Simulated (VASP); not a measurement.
Input of a VASP 6.6.1 run:

INCAR

```
PREC = Accurate ; ENCUT = 600
EDIFF = 1E-6 ; ISMEAR = 0
SIGMA = 0.1 ; LREAL = False
LASPH = True ; NELM = 80
ALGO = Normal ; ISIF = 3
LWAVE = False ; LCHARG = False
GGA = PE ; IBRION = 2
NSW = 90 ; EDIFFG = -0.04
```

The input KPOINTS:

```
Automatic mesh
0
Gamma
  6 6 6
```

The input POSCAR:

```
TiSi2
1.0
    3.5684730400      0.0000000000      0.0000000000
    0.0000000000      3.5684730400      0.0000000000
    0.0000000000      0.0000000000      3.6986324800
Ti Si
1 2
Direct
    0.0000000000      0.0000000000      0.5000000000
    0.5000000000      0.5000000000      0.0000000000
    0.0000000000      0.0000000000      0.0000000000
```

Potentials or basis: VASP PAW PBE potentials, release 64 (Ti_sv, Si).

Launch:

```sh
$ cat potpaw_PBE.64/Ti_sv/POTCAR potpaw_PBE.64/Si/POTCAR > POTCAR
$ mpirun -np 1 vasp_std > vasp.out
```

(1) What does it give for the space group after relaxing (to 0.05 Å)?

(2) What does it give for the band gap on the k mesh?

## Answers

(1) P4/mmm (No. 123).

(2) zero (band 10 reaches 7.68 eV, above the bottom of band 11 at 6.70 eV).
